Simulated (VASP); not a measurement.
Sc, 1 atom in the cell. Symmetry: Im-3m, No. 229, cubic system. The conventional cell has a = 3.527 Å, b = 3.527 Å, c = 3.527 Å, α = 90.00°, β = 90.00°, γ = 90.00°. Within 4.0 Å of Sc (site symmetry m-3m) lie 14 Sc at 3.05 to 3.53 Å.  This cell differs from its parent crystal: volume scaled by 0.88.

```yaml
Program: VASP 6.6.1
Task: single point
Functional: PBE
Potentials_or_basis: VASP PAW PBE potentials, release 64 (Sc_sv)
Cutoff: 520 eV
k_mesh: 14 × 14 × 14
Occupations: fermi-dirac, width 0.1 eV
Spin: no spin polarisation
Dipole_correction: no
Further_INCAR_settings: ALGO = Normal; EDIFF = 1e-07; NBANDS = 12
```

Potentials or basis: VASP PAW PBE potentials, release 64 (Sc_sv).

Command:

```console
$ cat potpaw_PBE.64/Sc_sv/POTCAR > POTCAR
$ mpirun -np 1 vasp_std > vasp.out
```

Hardware: 1 thread of Intel(R) Xeon(R) Platinum 8259CL CPU @ 2.50GHz (Skylake/Cascade Lake), with other jobs on the host.

Question: Estimate the wall time of this run.

Answer: It took 29 s on 1 thread of Intel(R) Xeon(R) Platinum 8259CL CPU @ 2.50GHz (Skylake/Cascade Lake), with other jobs on the host, peak memory 0.15 GiB. Counts: scf iterations 13, k points 104.
